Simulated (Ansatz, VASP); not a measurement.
# Zr: VASP beside Ansatz

```xyz
1
Lattice="0.0000 2.1874 2.1874 2.1874 0.0000 2.1874 2.1874 2.1874 0.0000" Properties=species:S:1:pos:R:3 pbc="T T T"
Zr    0.0000    0.0000    0.0000
```

Alike in both runs: task relaxation of cell and atoms; functional r2SCAN; k mesh 8 × 8 × 8; occupations gaussian, width 0.1 eV; no spin polarisation.

|  | VASP | Ansatz |
| --- | --- | --- |
| version | VASP 6.6.1 | Ansatz 0.2.0 |
| potentials or method | VASP PAW PBE potentials, release 64 (Zr_sv), cutoff 600 eV | scalar-relativistic, plane waves, PAW |
| valence electrons in the cell | 12 | 12 |

|  | VASP | Ansatz | Ansatz less VASP |
| --- | --- | --- | --- |
| gap on the k mesh at the Fermi level, each at its own relaxed structure (eV) | none | none | - |
| relaxed volume (Å³/atom) | 23.24 | 23.18 | -0.063 |
| relaxed cell length with the largest relative difference (Å) | 3.203 | 3.200 | -0.0029 |

VASP's potentials were made for PBE, not for r2SCAN. A gap of «none» marks a metal or a gap that the smearing closes.
